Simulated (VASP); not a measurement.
# Ge in VASP: notebook, part 2 of 2

VASP 6.6.1. Earlier steps stand in the parts before.

## (3) Single point, PBE

Contents of INCAR:

```
SYSTEM = Ge
  ALGO = Normal
  EDIFF = 1E-6
  ENCUT = 410
  GGA = PE
  GGA_COMPAT = .FALSE.
  ISIF = 2
  ISMEAR = -1
  ISYM = -1
  LASPH = .TRUE.
  LCHARG = .TRUE.
  LELF = .TRUE.
  LREAL = .FALSE.
  LVHAR = .TRUE.
  LWAVE = .FALSE.
  NBANDS = 111
  NELM = 120
  PREC = Accurate
  SIGMA = 0.05
```

Contents of KPOINTS:

```
explicit points
1
Reciprocal
  0.25000000   0.25000000   0.25000000 1
```

Contents of POSCAR:

```
Ge
1.0
    6.6784480000      0.0216250000     -0.1503050000
    0.0216250000      7.0326220000     -0.1691540000
   -0.1503050000     -0.1691540000      6.8752970000
Ge
14
Direct
    0.1645277965      0.8417381676      0.9052654349
    0.5432525083      0.2085401244      0.8313117185
    0.6769799730      0.9080815879      0.6399508425
   -0.0425464984      0.1544280235      0.5388571819
    0.3825551430      0.0789428844      0.1536660097
    0.8992086965      0.2063397746      0.8945518661
    0.0557567462      0.5280210661      0.7568210352
    0.9823401231      0.5726403643      0.3832326139
    0.4262110909      0.4957129125      0.6164226040
    0.1652085110      0.3669053976      0.1207929171
    0.2648407815      0.8776567611      0.5482366864
    0.5441808631      0.7284483152      0.3302703943
    0.6821239423      0.3316902210      0.3455778517
    0.7688485583      0.8576599547      0.0222082616
```

Potentials or basis: VASP PAW PBE potentials, release 64 (Ge_d).

Started as:

```
$ cat potpaw_PBE.64/Ge_d/POTCAR > POTCAR
$ mpirun -np 1 vasp_std > vasp.out
```

OUTCAR:

```text
SYSTEM = Ge
   EDIFF = 1E-6
   ENCUT = 410
   GGA = PE
   ISIF = 2
   ISMEAR = -1
   ISYM = -1
   LASPH = .TRUE.
   LREAL = .FALSE.
   NELM = 120
   PREC = Accurate

 ion  position               nearest neighbor table
   1  0.165  0.842  0.905-   7 2.49  11 2.60   5 2.71  14 2.80
   2  0.543  0.209  0.831-   6 2.40   3 2.61   9 2.65   5 2.71
   3  0.677  0.908  0.640-  12 2.55   2 2.61   4 2.70  14 2.71  11 2.80
   4  0.957  0.154  0.539-   6 2.50  13 2.57   3 2.70  11 2.82
   5  0.383  0.079  0.154-  10 2.50   2 2.71   1 2.71  13 2.91
   6  0.899  0.206  0.895-   2 2.40   4 2.50  10 2.54   7 2.73  14 2.80
   7  0.056  0.528  0.757-   1 2.49   8 2.63   9 2.70   6 2.73  10 2.86
[... 270 lines left out ...]
      direct lattice vectors                 reciprocal lattice vectors
     6.678448000  0.021625000 -0.150305000     0.149810122 -0.000382111  0.003265688
     0.021625000  7.032622000 -0.169154000    -0.000382111  0.142279647  0.003492175
    -0.150305000 -0.169154000  6.875297000     0.003265688  0.003492175  0.145605574

 POSITION                                       TOTAL-FORCE (eV/Angst)
 -----------------------------------------------------------------------------------
      0.98093      5.77005      6.05686         0.070311      0.256962      0.550685
      3.50764      1.33771      5.59859        -1.195718     -0.338151      0.014967
      4.44462      6.29258      4.14449         0.196055     -0.009750      0.226675
      6.31665      1.01559      3.53477         0.454704     -0.421651     -0.296387
      2.53348      0.53746      0.98565         0.944887     -0.349965     -0.218213
      5.87533      1.31924      5.98025         0.770460     -0.115172      0.667969
      0.27003      3.58656      5.10567        -0.154688     -0.218092      0.217875
      6.51529      3.98358      2.39032        -0.249584     -0.347784     -0.498269
      2.76450      3.39111      4.09017         0.539771      0.377693      0.021560
      1.09311      2.56345      0.74359        -0.585142      0.764687      0.276861
      1.70530      6.08522      3.58102        -0.350637      0.407708      0.018336
      3.60040      5.07880      2.06569        -0.318380      0.057470     -0.273149
      4.51076      2.28895      2.21732        -0.209776     -0.092869     -0.124374
      5.14992      6.04447     -0.10795         0.087739      0.028913     -0.584536
 -----------------------------------------------------------------------------------
    total drift:                               -0.000484     -0.002759     -0.009008

  FREE ENERGIE OF THE ION-ELECTRON SYSTEM (eV)
  ---------------------------------------------------
  free  energy   TOTEN  =       -59.4185153994 eV

  energy  without entropy=      -59.4170846692  energy(sigma->0) =      -59.41780003
```

OSZICAR:

```text
N       E                     dE             d eps       ncg     rms          rms(c)
DAV:   1     0.274900556211E+04    0.27490E+04   -0.74453E+04   238   0.431E+03
DAV:   2     0.512519342763E+03   -0.22365E+04   -0.21915E+04   222   0.107E+03
DAV:   3     0.586736589581E+01   -0.50665E+03   -0.49081E+03   230   0.272E+02
DAV:   4    -0.570290309334E+02   -0.62896E+02   -0.61401E+02   260   0.982E+01
DAV:   5    -0.599738553502E+02   -0.29448E+01   -0.29148E+01   252   0.227E+01    0.609E+00
DAV:   6    -0.594769182109E+02    0.49694E+00   -0.14246E+00   284   0.239E+01    0.329E+00
DAV:   7    -0.594132850901E+02    0.63633E-01   -0.89062E-01   276   0.682E+00    0.101E+00
DAV:   8    -0.594142431250E+02   -0.95803E-03   -0.15759E-01   244   0.611E+00    0.467E-01
DAV:   9    -0.594170588206E+02   -0.28157E-02   -0.43524E-02   252   0.299E+00    0.193E-01
DAV:  10    -0.594179482616E+02   -0.88944E-03   -0.11208E-02   260   0.176E+00    0.980E-02
DAV:  11    -0.594183785137E+02   -0.43025E-03   -0.40116E-03   244   0.857E-01    0.313E-02
DAV:  12    -0.594184747242E+02   -0.96210E-04   -0.12131E-03   244   0.522E-01    0.186E-02
DAV:  13    -0.594184944829E+02   -0.19759E-04   -0.35292E-04   292   0.263E-01    0.107E-02
DAV:  14    -0.594185101891E+02   -0.15706E-04   -0.14775E-04   252   0.137E-01    0.525E-03
DAV:  15    -0.594185138337E+02   -0.36446E-05   -0.43448E-05   204   0.964E-02    0.306E-03
DAV:  16    -0.594185151126E+02   -0.12789E-05   -0.11245E-05   252   0.431E-02    0.181E-03
DAV:  17    -0.594185153994E+02   -0.28675E-06   -0.52969E-06   188   0.251E-02
   1 F= -.59418515E+02 E0= -.59417800E+02  d E =-.143073E-02
```

stdout:

```text
POSCAR found type information on POSCAR Ge
 POSCAR found :  1 types and      14 ions
 scaLAPACK will be used
 LDA part: xc-table for (Slater+PW92), standard interpolation
 POSCAR, INCAR and KPOINTS ok, starting setup
 FFT: planning ... GRIDC
 FFT: planning ... GRID_SOFT
 FFT: planning ... GRID
 WAVECAR not read
 entering main loop
```

It took 2 min on 1 thread of Intel Xeon Platinum 8259CL at 2.50GHz (Skylake/Cascade Lake), shared host; peak memory 0.3 GiB.

Results:

```
Free energy   : -59.4185 eV
Pressure      : -1.2 GPa
Largest force : 1.243 eV/Å
```

Forces in eV/Å, atoms in the order of the input:
```
Ge   0.070  0.257  0.551
Ge  -1.196 -0.338  0.015
Ge   0.196 -0.010  0.227
Ge   0.455 -0.422 -0.296
Ge   0.945 -0.350 -0.218
Ge   0.770 -0.115  0.668
Ge  -0.155 -0.218  0.218
Ge  -0.250 -0.348 -0.498
Ge   0.540  0.378  0.022
Ge  -0.585  0.765  0.277
Ge  -0.351  0.408  0.018
Ge  -0.318  0.057 -0.273
Ge  -0.210 -0.093 -0.124
Ge   0.088  0.029 -0.585
```

Stress tensor (GPa, compression positive):
```
 0.25  1.87  1.71
 1.87 -0.74  3.24
 1.71  3.24 -3.05
```

Levels at points of the mesh, in eV from the Fermi level:
```csv
k point,band 95,band 96,band 97,band 98,band 99,band 100,band 101,band 102
"(0.25, 0.25, 0.25)",-1.18,-0.94,-0.65,-0.35,0.35,0.75,1.08,1.40
```

Caveat: the atoms stand as in a frame of molecular dynamics.

## (4) Single point, PBE

Contents of INCAR:

```
SYSTEM = Ge
  PREC = Accurate
  ENCUT = 410
  EDIFF = 1E-6
  ISMEAR = -1
  SIGMA = 0.05
  LREAL = .False.
  LASPH = .True.
  NELM = 120
  ALGO = Normal
  ISIF = 2
  LWAVE = .False.
  LCHARG = .False.
  GGA = PE
  NBANDS = 111
  ISYM = -1
  GGA_COMPAT = .False.
```

KPOINTS is that of step 3.

Contents of POSCAR:

```
Ge
1.0
    6.6784480000      0.0216250000     -0.1503050000
    0.0216250000      7.0326220000     -0.1691540000
   -0.1503050000     -0.1691540000      6.8752970000
Ge
14
Direct
    0.1500231563      0.8430957224      0.9364944153
    0.5335515361      0.2201667773      0.8203871854
    0.6672020225      0.9154762918      0.6384830032
   -0.0312140177      0.1547509200      0.5300242468
    0.4169383796      0.0906271957      0.1456312179
    0.9046984403      0.1944335738      0.9002502606
    0.0347447369      0.5337267435      0.7628539278
    0.9745051342      0.5411044526      0.3588786022
    0.4475130006      0.5080330945      0.6176808466
    0.1586287187      0.3743145207      0.1134107353
    0.2446677248      0.8782094415      0.5589698048
    0.5333619255      0.7412694614      0.3253773122
    0.6840364283      0.3155242589      0.3546184675
    0.7649763574      0.8726779040      0.0044541682
```

Started as:

```
$ cat potpaw_PBE.64/Ge_d/POTCAR > POTCAR
$ mpirun -np 1 vasp_std > vasp.out
```

It took 86 s on 1 thread of Intel Xeon Platinum 8259CL at 2.50GHz (Skylake/Cascade Lake), shared host; peak memory 0.3 GiB.

The run converged. Its results:

| Quantity | Value |
| --- | --- |
| Free energy | -59.6226 eV |
| Pressure | -1.1 GPa |
| Largest force | 1.187 eV/Å |

Forces in eV/Å, atoms in the order of the input:
```
Ge   0.711 -0.029 -0.097
Ge  -0.203 -0.365  0.064
Ge   0.282  0.189 -0.055
Ge   0.173 -0.385  0.480
Ge  -0.248  0.154  0.069
Ge   0.120  0.246 -0.386
Ge   0.305 -0.049 -0.402
Ge  -0.639  0.783  0.623
Ge  -0.131  0.526 -0.172
Ge   0.573 -0.389 -0.225
Ge  -0.081 -0.020  0.274
Ge  -0.102 -0.085 -0.118
Ge  -0.533  0.135 -0.036
Ge  -0.226 -0.711 -0.019
```

Stress tensor (GPa, compression positive):
```
 0.07  2.06  1.15
 2.06 -0.09  3.11
 1.15  3.11 -3.15
```

Levels at points of the mesh, in eV from the Fermi level:
```tsv
k point	band 96	band 97	band 98	band 99	band 100	band 101
(0.25, 0.25, 0.25)	-0.98	-0.64	-0.43	0.43	0.91	1.25
```

Caveat: the atoms stand as in a frame of molecular dynamics.

## (5) Overview

```tsv
cell	pressure (GPa)	largest force (eV/Å)
as given, atomic positions A	-1.6	1.15
as given, atomic positions B	-1.2	1.24
as given, atomic positions C	-1.1	1.19
```

Alike in all rows: task single point; level PBE; potentials or basis VASP PAW PBE potentials, release 64 (Ge_d); no spin polarisation; k mesh 1 × 1 × 1, shifted; cutoff (eV) 410; smearing fermi-dirac 0.05 eV.

Caveats: the atoms stand as in a frame of molecular dynamics.

Absolute energies hang on the potentials; compare differences alone.
